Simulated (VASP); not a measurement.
Input of a VASP 6.6.1 run:

INCAR

```
SYSTEM = AlN
PREC = Accurate
ENCUT = 520
EDIFF = 1E-6
ISMEAR = 0
SIGMA = 0.05
LREAL = .False.
LASPH = .True.
NELM = 60
ALGO = Normal
ISIF = 2
LWAVE = .False.
LCHARG = .False.
GGA = PE
NBANDS = 16
```

KPOINTS

```
Automatic mesh
0
Gamma
  9 9 6
  0 0 0
```

POSCAR

```
AlN
1.0
    3.3963163242      0.0000000000      0.0000000000
   -1.6981581621      2.9412962160      0.0000000000
    0.0000000000      0.0000000000      4.2922799977
Al N
2 2
Direct
    0.3333333333      0.6666666667      0.7805460420
    0.6666666667      0.3333333333      0.2805460420
    0.3333333333      0.6666666667      0.1911594770
    0.6666666667      0.3333333333      0.6911594770
```

Potentials or basis: VASP PAW PBE potentials, release 64 (Al, N).

Command:

```console
$ cat potpaw_PBE.64/Al/POTCAR potpaw_PBE.64/N/POTCAR > POTCAR
$ mpirun -np 1 vasp_std > vasp.out
```

Estimate the pressure.

-1.1 GPa.

What does it give for the largest force?

2.453 eV/Å.

Forces on the atoms (eV/Å):
```
Al   0.000  0.000 -2.453
Al   0.000  0.000 -2.453
N    0.000  0.000  2.453
N    0.000  0.000  2.453
```

Caveat: forces of over 1 eV/Å act on the atoms, so gaps and moduli don't describe the material at rest.
